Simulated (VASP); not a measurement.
Runs of VASP 6.6.1 on BeS. Symmetry: I-4m2, No. 119, tetragonal system. The conventional cell has a = 3.580 Å, b = 3.580 Å, c = 4.711 Å, α = 90.00°, β = 90.00°, γ = 90.00°. Be (site symmetry -4m2) has 4 S at 2.14 Å within 2.8 Å. S (site symmetry -4m2) has 4 Be at 2.14 Å within 2.8 Å. 

| level | k mesh | smearing | grid for exact exchange (PRECFOCK) | screening parameter | gap on the mesh (eV) | pressure (GPa) |
| --- | --- | --- | --- | --- | --- | --- |
| PBE | 6 × 6 × 6 | gaussian 0.01 eV | - | - | (b) | -3.5 |
| HSE06 | 6 × 6 × 6 | gaussian 0.01 eV | Normal | 0.2079 1/Å | 3.63 | -5.1 |
| PBE | 10 × 10 × 10 | fermi-dirac 0.02 eV | - | - | 2.71 | (c) |
| r2SCAN | 10 × 10 × 10 | gaussian 0.01 eV | - | - | 3.15 | (a) |

Alike in all rows: task single point; potentials or basis VASP PAW PBE potentials, release 64 (Be, S); no spin polarisation; cell as given; cutoff (eV) 520.

Q: Estimate the missing entries.

A: (a) -3.9; (b) 2.70; (c) -3.6.

Caveats: the PAW data sets were made with another functional, which shifts forces and pressure a little (some runs).

A k mesh can miss the band edges.
